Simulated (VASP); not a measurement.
# Se (R-3) in VASP: further runs, part 2 of 3

VASP 6.6.1. The steps go on from the part before.

### 3 Electric field gradients, PBEsol (zz strain of -1 %)

INCAR

```
SYSTEM = Se
ALGO     = Normal         ! electronic algorithm
EDIFF    = 1E-8           ! SCF threshold, eV
ENCUT    = 520            ! plane-wave cutoff, eV
GGA      = PS             ! functional
ISIF     = 2              ! what is computed and relaxed
ISMEAR   = -1             ! smearing method
LASPH    = .TRUE.         ! aspherical terms in the spheres
LCHARG   = .FALSE.        ! write CHGCAR
LEFG     = .TRUE.       
LREAL    = .FALSE.        ! projectors in reciprocal space
LWAVE    = .FALSE.        ! write WAVECAR
NBANDS   = 27             ! bands
NELM     = 100            ! most SCF steps
PREC     = Accurate       ! precision mode
SIGMA    = 0.01           ! smearing width, eV
```

KPOINTS

```
k-points
0
G
  6 6 6
  0 0 0
```

POSCAR

```
Se
1.0
    5.6809998619      3.2799267995      1.4615667000
   -5.6809998619      3.2799267995      1.4615667000
    0.0000000000     -6.5598535991      1.4615667000
Se
6
Direct
    0.2806600000      0.1625100000      0.9181800000
    0.9181800000      0.2806600000      0.1625100000
    0.1625100000      0.9181800000      0.2806600000
    0.7193400000      0.8374900000      0.0818200000
    0.0818200000      0.7193400000      0.8374900000
    0.8374900000      0.0818200000      0.7193400000
```

Potentials or basis: VASP PAW PBE potentials, release 64 (Se).

Command:

```sh
cat potpaw_PBE.64/Se/POTCAR > POTCAR
mpirun -np 1 vasp_std > vasp.out
```

OUTCAR:

```text
SYSTEM = Se
   EDIFF = 1E-8
   ENCUT = 520
   GGA = PS
   ISIF = 2
   ISMEAR = -1
   LASPH = .TRUE.
   LREAL = .FALSE.
   NELM = 100
   PREC = Accurate

 ion  position               nearest neighbor table
   1  0.281  0.163  0.918-   5 2.35   6 2.35
   2  0.918  0.281  0.163-   4 2.35   6 2.35
   3  0.163  0.918  0.281-   4 2.35   5 2.35
   4  0.719  0.837  0.082-   2 2.35   3 2.35
   5  0.082  0.719  0.837-   1 2.35   3 2.35
   6  0.837  0.082  0.719-   1 2.35   2 2.35

  LATTYP: Found a trigonal (rhomboedric) cell.
 ALAT       =     6.7207035688
 COS(alpha) =    -0.4290587139

  Lattice vectors:

 A1 = (   5.6809998619,   3.2799267995,   1.4615667000)
 A2 = (  -5.6809998619,   3.2799267995,   1.4615667000)
 A3 = (   0.0000000000,  -6.5598535991,   1.4615667000)

Analysis of symmetry for initial positions (statically):
=====================================================================
 Subroutine PRICEL returns:
 Original cell was already a primitive cell.

 Routine SETGRP: Setting up the symmetry group for a
 trigonal (rhombohedral) supercell.

 Subroutine GETGRP returns: Found  6 space group operations
 (whereof  6 operations were pure point group operations)
 out of a pool of 12 trial point group operations.

The static configuration has the point symmetry S_6 .

Analysis of symmetry for dynamics (positions and initial velocities):
=====================================================================
 Subroutine PRICEL returns:
 Original cell was already a primitive cell.

 Routine SETGRP: Setting up the symmetry group for a
 trigonal (rhombohedral) supercell.

 Subroutine GETGRP returns: Found  6 space group operations
 (whereof  6 operations were pure point group operations)
[... 894 lines left out ...]
  in kB        6.0812917      6.0812917      7.1151979      0.0000054     -0.0000000      0.0000000
  external PRESSURE =       6.4259271 kB  Pullay stress =       0.0000000 kB

 VOLUME and BASIS-vectors are now :
 -----------------------------------------------------------------------------
  energy-cutoff  :      520.00
  volume of cell :      163.40
      direct lattice vectors                 reciprocal lattice vectors
     5.680999862  3.279926800  1.461566700     0.088012676  0.050814142  0.228065769
    -5.680999862  3.279926800  1.461566700    -0.088012676  0.050814142  0.228065769
     0.000000000 -6.559853599  1.461566700     0.000000000 -0.101628284  0.228065769

 POSITION                                       TOTAL-FORCE (eV/Angst)
 -----------------------------------------------------------------------------------
      0.67121     -4.56956      1.98970         0.166617      0.328151      0.274708
      3.62175      2.86607      1.98970        -0.367496     -0.019781      0.274708
     -4.29296      1.70350      1.98970         0.200878     -0.308370      0.274708
     -0.67121      4.56956      2.39500        -0.166617     -0.328151     -0.274708
     -3.62175     -2.86607      2.39500         0.367496      0.019781     -0.274708
      4.29296     -1.70350      2.39500        -0.200878      0.308370     -0.274708
 -----------------------------------------------------------------------------------
    total drift:                                0.000000     -0.000000     -0.000000

  FREE ENERGIE OF THE ION-ELECTRON SYSTEM (eV)
  ---------------------------------------------------
  free  energy   TOTEN  =       -22.7149059514 eV

  energy  without entropy=      -22.7149059514  energy(sigma->0) =      -22.71490595

 Electric field gradients (V/A^2)
---------------------------------------------------------------------
 ion       V_xx      V_yy      V_zz      V_xy      V_xz      V_yz
---------------------------------------------------------------------
   1     305.069   -95.841  -209.228  -128.366   138.696   341.783
   2    -106.782   316.009  -209.228  -109.416  -365.340   -50.777
   3     115.554    93.673  -209.228   237.782   226.645  -291.005
   4     305.069   -95.841  -209.228  -128.366   138.696   341.783
   5    -106.782   316.009  -209.228  -109.416  -365.340   -50.777
   6     115.554    93.673  -209.228   237.782   226.645  -291.005
---------------------------------------------------------------------

 Electric field gradients after diagonalization (V/A^2)
 (convention: |V_zz| > |V_xx| > |V_yy|)
----------------------------------------------------------------------
 ion       V_xx      V_yy      V_zz     asymmetry (V_yy - V_xx)/ V_zz
----------------------------------------------------------------------
   1     347.615   193.503  -541.118       0.285
   2     347.615   193.503  -541.118       0.285
   3     347.615   193.503  -541.118       0.285
   4     347.615   193.503  -541.118       0.285
   5     347.615   193.503  -541.118       0.285
   6     347.615   193.503  -541.118       0.285
----------------------------------------------------------------------

           NMR quadrupolar parameters

 Cq : quadrupolar parameter    Cq=e*Q*V_zz/h
 eta: asymmetry parameters     (V_yy - V_xx)/ V_zz
 Q  : nuclear electric quadrupole moment in mb (millibarn)
----------------------------------------------------------------------
 ion       Cq(MHz)       eta       Q (mb)
----------------------------------------------------------------------
   1      -1.308       0.285       1.000
   2      -1.308       0.285       1.000
   3      -1.308       0.285       1.000
   4      -1.308       0.285       1.000
   5      -1.308       0.285       1.000
   6      -1.308       0.285       1.000
----------------------------------------------------------------------
```

stdout:

```text
POSCAR found type information on POSCAR Se
 POSCAR found :  1 types and       6 ions
 scaLAPACK will be used
 -----------------------------------------------------------------------------
|                                                                             |
|                                                                             |
|     You enforced a specific xc type in the INCAR file but a different       |
|     I HOPE YOU KNOW WHAT YOU ARE DOING!                                     |
|                                                                             |
 -----------------------------------------------------------------------------

 LDA part: xc-table for (Slater+PW92), standard interpolation
 POSCAR, INCAR and KPOINTS ok, starting setup
 FFT: planning ... GRIDC
 FFT: planning ... GRID_SOFT
 FFT: planning ... GRID
 WAVECAR not read
 entering main loop
ion   1
     0.0000499     2.1633176    -6.1910105     3.3105552    -2.6599204    -3.7169608
     0.0000687     2.1633176    -6.1910105     3.3105551    -2.6599204    -3.7169608
     0.0000946     2.1633175    -6.1910104     3.3105551    -2.6599204    -3.7169607
     0.0001302     2.1633175    -6.1910103     3.3105550    -2.6599203    -3.7169606
[... 56 lines left out ...]
     0.0000499  -217.4625595   266.3303892   165.7688453  -207.2832213    -9.8482770
     0.0000687  -217.4572412   266.3239167   165.7648223  -207.2782119    -9.8480640
     0.0000946  -217.4486197   266.3134254   165.7583015  -207.2700945    -9.8477214
     0.0001302  -217.4347131   266.2965046   165.7477847  -207.2570067    -9.8471731
```

Run time: 4.5 min. Hardware: 1 thread of AMD EPYC 7R43 (Zen 3), shared host; peak memory 0.35 GiB.

What came out:

* Free energy: -22.7149 eV
* Pressure: 0.6 GPa
* Largest force: 0.459 eV/Å
* Band gap on the k mesh: 1.08 eV (least direct gap 1.33 eV)
* Largest electric field gradient by atom: Se -541.1 V/Å²

Forces in eV/Å, atoms in the order of the input:
```
Se   0.167  0.328  0.275
Se  -0.367 -0.020  0.275
Se   0.201 -0.308  0.275
Se  -0.167 -0.328 -0.275
Se   0.367  0.020 -0.275
Se  -0.201  0.308 -0.275
```

Electric field gradients, principal values (V/Å²):
| atom | least | middle | greatest (by size) |
| --- | --- | --- | --- |
| 1 Se | 193.503 | 347.615 | -541.118 |
| 2 Se | 193.503 | 347.615 | -541.118 |
| 3 Se | 193.503 | 347.615 | -541.118 |
| 4 Se | 193.503 | 347.615 | -541.118 |
| 5 Se | 193.503 | 347.615 | -541.118 |
| 6 Se | 193.503 | 347.615 | -541.118 |

Caveat: the cell differs from its parent crystal (zz strain of -1 %); this functional lacks dispersion, which holds the molecules together, so the pressure and a relaxed volume are unreliable; without QUAD_EFG the Cq values of the log hold for a quadrupole moment of 1 mb, not for the nuclei; the PAW data sets were made with another functional, which shifts forces and pressure a little. A k mesh can miss the band edges.

### 4 Electric field gradients, PBEsol (27.23 Å³/atom)

This run uses another cell than the first one, of 27.23 Å³/atom.

INCAR

```
SYSTEM = Se
ALGO     = Normal         ! electronic algorithm
EDIFF    = 1E-8           ! SCF threshold, eV
ENCUT    = 520            ! plane-wave cutoff, eV
GGA      = PS             ! functional
ISIF     = 2              ! what is computed and relaxed
ISMEAR   = -1             ! smearing method
LASPH    = .True.         ! aspherical terms in the spheres
LCHARG   = .False.        ! write CHGCAR
LEFG     = .True.       
LREAL    = .False.        ! projectors in reciprocal space
LWAVE    = .False.        ! write WAVECAR
NBANDS   = 27             ! bands
NELM     = 80             ! most SCF steps
PREC     = Accurate       ! precision mode
SIGMA    = 0.01           ! smearing width, eV
```

KPOINTS

```
k-points
0
Gamma
  6 6 6
  0 0 0
```

POSCAR, as its differences from that of step 3:

```diff
@@ -2,5 +2,5 @@
 1.0
-    5.6809998619      3.2799267995      1.4615667000
-   -5.6809998619      3.2799267995      1.4615667000
-    0.0000000000     -6.5598535991      1.4615667000
+    5.6619997204      3.2689570627      1.4713924046
+   -5.6619997204      3.2689570627      1.4713924046
+    0.0000000000     -6.5379141255      1.4713924046
 Se
```

Potentials or basis: VASP PAW PBE potentials, release 64 (Se).

Command:

```sh
cat potpaw_PBE.64/Se/POTCAR > POTCAR
mpirun -np 1 vasp_std > vasp.out
```

OUTCAR:

```text
SYSTEM = Se
   EDIFF = 1E-8
   ENCUT = 520
   GGA = PS
   ISIF = 2
   ISMEAR = -1
   LASPH = .True.
   LREAL = .False.
   NELM = 80
   PREC = Accurate

 ion  position               nearest neighbor table
   1  0.281  0.163  0.918-   5 2.35   6 2.35
   2  0.918  0.281  0.163-   4 2.35   6 2.35
   3  0.163  0.918  0.281-   4 2.35   5 2.35
   4  0.719  0.837  0.082-   2 2.35   3 2.35
   5  0.082  0.719  0.837-   1 2.35   3 2.35
   6  0.837  0.082  0.719-   1 2.35   2 2.35

  LATTYP: Found a trigonal (rhomboedric) cell.
 ALAT       =     6.7014413912
 COS(alpha) =    -0.4276877573

  Lattice vectors:

 A1 = (   5.6619997204,   3.2689570627,   1.4713924046)
 A2 = (  -5.6619997204,   3.2689570627,   1.4713924046)
 A3 = (   0.0000000000,  -6.5379141255,   1.4713924046)

Analysis of symmetry for initial positions (statically):
=====================================================================
 Subroutine PRICEL returns:
 Original cell was already a primitive cell.

 Routine SETGRP: Setting up the symmetry group for a
 trigonal (rhombohedral) supercell.

[... 931 lines left out ...]
    total drift:                                0.000000     -0.000000     -0.000000

  FREE ENERGIE OF THE ION-ELECTRON SYSTEM (eV)
  ---------------------------------------------------
  free  energy   TOTEN  =       -22.7145779665 eV

  energy  without entropy=      -22.7145779665  energy(sigma->0) =      -22.71457797

 Electric field gradients (V/A^2)
---------------------------------------------------------------------
 ion       V_xx      V_yy      V_zz      V_xy      V_xz      V_yz
---------------------------------------------------------------------
   1     304.128  -101.305  -202.823  -129.675   139.254   341.301
   2    -112.249   315.072  -202.823  -110.720  -365.202   -50.053
   3     112.355    90.468  -202.823   240.396   225.948  -291.248
   4     304.128  -101.305  -202.823  -129.675   139.254   341.301
   5    -112.249   315.072  -202.823  -110.720  -365.202   -50.053
   6     112.355    90.468  -202.823   240.396   225.948  -291.248
---------------------------------------------------------------------

 Electric field gradients after diagonalization (V/A^2)
 (convention: |V_zz| > |V_xx| > |V_yy|)
----------------------------------------------------------------------
 ion       V_xx      V_yy      V_zz     asymmetry (V_yy - V_xx)/ V_zz
----------------------------------------------------------------------
   1     347.287   192.668  -539.955       0.286
   2     347.287   192.668  -539.955       0.286
   3     347.287   192.668  -539.955       0.286
   4     347.287   192.668  -539.955       0.286
   5     347.287   192.668  -539.955       0.286
   6     347.287   192.668  -539.955       0.286
----------------------------------------------------------------------

           NMR quadrupolar parameters

 Cq : quadrupolar parameter    Cq=e*Q*V_zz/h
 eta: asymmetry parameters     (V_yy - V_xx)/ V_zz
 Q  : nuclear electric quadrupole moment in mb (millibarn)
----------------------------------------------------------------------
 ion       Cq(MHz)       eta       Q (mb)
----------------------------------------------------------------------
   1      -1.306       0.286       1.000
   2      -1.306       0.286       1.000
   3      -1.306       0.286       1.000
   4      -1.306       0.286       1.000
   5      -1.306       0.286       1.000
   6      -1.306       0.286       1.000
----------------------------------------------------------------------
```

stdout:

```text
POSCAR found type information on POSCAR Se
 POSCAR found :  1 types and       6 ions
 scaLAPACK will be used
 -----------------------------------------------------------------------------
|                                                                             |
|                                                                             |
|     You enforced a specific xc type in the INCAR file but a different       |
|     I HOPE YOU KNOW WHAT YOU ARE DOING!                                     |
|                                                                             |
 -----------------------------------------------------------------------------

 LDA part: xc-table for (Slater+PW92), standard interpolation
 POSCAR, INCAR and KPOINTS ok, starting setup
 FFT: planning ... GRIDC
 FFT: planning ... GRID_SOFT
 FFT: planning ... GRID
 WAVECAR not read
 entering main loop
ion   1
     0.0000499     2.1846400    -6.1740292     3.2056706    -2.6719244    -3.7597548
     0.0000687     2.1846400    -6.1740292     3.2056706    -2.6719244    -3.7597548
     0.0000946     2.1846400    -6.1740291     3.2056705    -2.6719244    -3.7597548
     0.0001302     2.1846399    -6.1740290     3.2056705    -2.6719243    -3.7597547
[... 56 lines left out ...]
     0.0000499  -219.8526852   266.5438558   160.6853045  -206.6345279    -9.8494329
     0.0000687  -219.8473092   266.5373763   160.6814037  -206.6295336    -9.8492207
     0.0000946  -219.8385944   266.5268735   160.6750808  -206.6214408    -9.8488793
     0.0001302  -219.8245374   266.5099341   160.6648831  -206.6083928    -9.8483333
```

It took 4.2 min on 1 thread of AMD EPYC 7R43 (Zen 3), shared host; peak memory 0.35 GiB.

What came out:

```
Free energy                             : -22.7146 eV
Pressure                                : 0.9 GPa
Largest force                           : 0.505 eV/Å
Band gap on the k mesh                  : 1.14 eV (least direct gap 1.39 eV)
Largest electric field gradient by atom : Se -540.0 V/Å²
```

Forces on the atoms (eV/Å):
```
Se   0.177  0.373  0.291
Se  -0.412 -0.033  0.291
Se   0.234 -0.340  0.291
Se  -0.177 -0.373 -0.291
Se   0.412  0.033 -0.291
Se  -0.234  0.340 -0.291
```

Levels at points of the mesh, in eV from the valence-band top:
| k point | band 14 | band 15 | band 16 | band 17 | band 18 | band 19 | band 20 | band 21 | band 22 | band 23 |
| --- | --- | --- | --- | --- | --- | --- | --- | --- | --- | --- |
| (0.00, 0.00, 0.00) | -1.33 | -0.83 | -0.83 | -0.71 | -0.71 | 1.72 | 1.72 | 2.57 | 2.76 | 2.76 |
| (0.50, 0.00, 0.00) | -1.54 | -1.36 | -0.95 | -0.38 | -0.37 | 1.66 | 1.83 | 2.59 | 3.01 | 3.13 |
| (0.50, 0.50, 0.00) | -1.50 | -1.48 | -1.21 | -0.94 | -0.39 | 1.42 | 1.68 | 2.25 | 2.98 | 3.40 |
| (0.50, 0.50, 0.50) | -1.58 | -1.58 | -1.35 | -1.35 | 0.00 | 1.39 | 1.39 | 1.82 | 3.53 | 4.27 |

Electric field gradients, principal values (V/Å²):
```
atom    least   middle  greatest (by size)
1 Se  192.668  347.287            -539.955
2 Se  192.668  347.287            -539.955
3 Se  192.668  347.287            -539.955
4 Se  192.668  347.287            -539.955
5 Se  192.668  347.287            -539.955
6 Se  192.668  347.287            -539.955
```

Caveat: this functional lacks dispersion, which holds the molecules together, so the pressure and a relaxed volume are unreliable; without QUAD_EFG the Cq values of the log hold for a quadrupole moment of 1 mb, not for the nuclei; the PAW data sets were made with another functional, which shifts forces and pressure a little. A k mesh can miss the band edges.

[end of part 2 of 3]
